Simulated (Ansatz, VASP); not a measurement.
Ti in VASP and in Ansatz

File INCAR:

```
PREC = Accurate
ENCUT = 600
EDIFF = 1E-7
ISMEAR = 1
SIGMA = 0.1
LREAL = F
LASPH = T
NELM = 80
ALGO = Normal
ISIF = 3
LWAVE = F
LCHARG = F
GGA = B5
ALDAX = 1.0
AGGAX = 1.0
AGGAC = 1.0
ALDAC = 0.0
IVDW = 12
VDW_S6 = 1.0
VDW_S8 = 2.6996
VDW_A1 = 0.4298
VDW_A2 = 4.2359
IBRION = 2
NSW = 80
EDIFFG = -0.02
```

The input KPOINTS:

```
regular mesh
0
Gamma
  7 7 10
```

Contents of POSCAR:

```
Ti
1.0
    4.6000000000      0.0000000000      0.0000000000
   -2.3000000000      3.9837168600      0.0000000000
    0.0000000000      0.0000000000      2.8200000000
Ti
3
Direct
    0.0000000000      0.0000000000      0.0000000000
    0.3333333333      0.6666666667      0.5000000000
    0.6666666667      0.3333333333      0.5000000000
```

Input for Ansatz:

```yaml
crystal:
  lattice:
    - [4.6, 0.0, 0.0]
    - [-2.3, 3.98371686, 0.0]
    - [0.0, 0.0, 2.82]
  atoms:
    - { symbol: Ti, position: [0.0, 0.0, 0.0] }
    - { symbol: Ti, position: [0.3333333333333333, 0.6666666666666666, 0.5] }
    - { symbol: Ti, position: [0.6666666666666666, 0.3333333333333333, 0.5] }
basis:
  ecutwfc: 470.0
kpoints:
  mp_grid:
    grid: [7, 7, 10]
hamiltonian:
  xc: blyp
  dispersion: d3bj
scf:
  occupations:
    method: cold
relax:
  f_tol: 0.02
  max_steps: 60
  cell: {}
```

Alike in both runs: task relaxation of cell and atoms; functional BLYP; dispersion D3(BJ); k mesh 7 × 7 × 10; no spin polarisation.

|  | VASP | Ansatz |
| --- | --- | --- |
| version | VASP 6.6.1 | Ansatz 0.2.0 |
| potentials or method | VASP PAW PBE potentials, release 64 (Ti_sv), cutoff 600 eV | plane waves, PAW |
| occupations | methfessel-paxton of order 1, width 0.1 eV | cold |
| valence electrons in the cell | 36 | 36 |

|  | VASP | Ansatz | Ansatz less VASP |
| --- | --- | --- | --- |
| relaxed volume (Å³/atom) | 15.32 | 15.37 | +0.044 |
| relaxed length of the cell vector where the two differ most in proportion (Å) | 4.399 | 4.405 | +0.0054 |

VASP's potentials were made for PBE, not for BLYP.
